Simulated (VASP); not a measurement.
**Sr: single point with PBEsol**

Sr:

```
Sr
1.0
     0.00000    2.79896    3.28574
     2.79896    0.00000    3.28574
     2.79896    2.79896    0.00000
Sr
1
Direct
  0.00000 0.00000 0.00000
```

This cell differs from its parent crystal: strain -0.080 along x and y, +0.080 along z.

```yaml
Program: VASP 6.6.1
Task: single point
Functional: PBEsol
Potentials_or_basis: VASP PAW PBE potentials, release 64 (Sr_sv)
Cutoff: 520 eV
k_mesh: 10 × 10 × 10
Occupations: gaussian, width 0.03 eV
Spin: no spin polarisation
```

| Item | Value |
| --- | --- |
| Pressure | 0.1 GPa |
| Band gap on the k mesh | zero (band 5 reaches 1.78 eV, above the bottom of band 6 at 1.77 eV) |

Stress tensor (GPa, compression positive):
```
 0.62  0.00  0.00
 0.00  0.62  0.00
 0.00  0.00 -1.03
```

Levels at points of the mesh, in eV from the Fermi level:
| k point | band 2 | band 3 | band 4 | band 5 | band 6 | band 7 | band 8 | band 9 |
| --- | --- | --- | --- | --- | --- | --- | --- | --- |
| (0.00, 0.00, 0.00) | -18.37 | -18.34 | -18.34 | -3.79 | 1.80 | 2.78 | 2.78 | 3.00 |
| (0.50, 0.00, 0.00) | -18.62 | -18.41 | -18.35 | -1.18 | 0.16 | 1.67 | 2.77 | 4.83 |
| (0.50, 0.50, 0.00) | -18.57 | -18.39 | -18.39 | -1.07 | 0.33 | 0.47 | 5.24 | 5.33 |
| (0.50, 0.00, 0.50) | -18.60 | -18.52 | -18.42 | -0.64 | 0.23 | 1.69 | 4.54 | 4.70 |

Run time: 27 s on 1 thread of Intel(R) Xeon(R) Platinum 8259CL CPU @ 2.50GHz (Skylake/Cascade Lake), on a shared host, peak memory 0.21 GiB.

Caveat: the cell differs from its parent crystal (strain -0.080 along x and y, +0.080 along z); the PAW data sets were made with another functional, which shifts forces and pressure a little.
